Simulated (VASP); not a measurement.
Write the native input for VASP 6.6.1 that does the following.

```
Task                   : single point
Functional             : PBE
Potentials or basis    : VASP PAW PBE potentials, release 64 (Ca_sv)
Cutoff                 : 520 eV
k mesh                 : 14 × 14 × 14
Occupations            : gaussian, width 0.15 eV
Spin                   : no spin polarisation
Dipole correction      : no
Further INCAR settings : ALGO = Normal; EDIFF = 1e-06; NBANDS = 11
```

The structure of Ca lies in POSCAR:

```
Ca
1.0
    0.0000000000      2.7942000000      2.5706640000
    2.7942000000      0.0000000000      2.5706640000
    2.7942000000      2.7942000000      0.0000000000
Ca
1
Direct
    0.0000000000      0.0000000000      0.0000000000
```

This cell differs from its parent crystal: strain +0.000 along x and y, -0.080 along z.

One way to write it, as run:

INCAR

```
SYSTEM = Ca
  PREC = Accurate
  ENCUT = 520
  EDIFF = 1E-6
  ISMEAR = 0
  SIGMA = 0.15
  LREAL = .FALSE.
  LASPH = .TRUE.
  NELM = 100
  ALGO = Normal
  ISIF = 2
  LWAVE = .FALSE.
  LCHARG = .FALSE.
  GGA = PE
  NBANDS = 11
```

KPOINTS

```
Automatic mesh
0
G
  14 14 14
  0 0 0
```

Potentials or basis: VASP PAW PBE potentials, release 64 (Ca_sv).

Run with:

```sh
$ cat potpaw_PBE.64/Ca_sv/POTCAR > POTCAR
$ mpirun -np 1 vasp_std > vasp.out
```

Results of the run:

```yaml
Pressure: 0.9 GPa
Band_gap_on_the_k_mesh: zero (bands 5 and 6 overlap by 0.27 eV)
```

Caveat: the cell differs from its parent crystal (strain +0.000 along x and y, -0.080 along z).

Run time: 52 s on 1 thread of Intel(R) Xeon(R) Platinum 8559C (Emerald Rapids), on a shared host, peak memory 0.24 GiB.
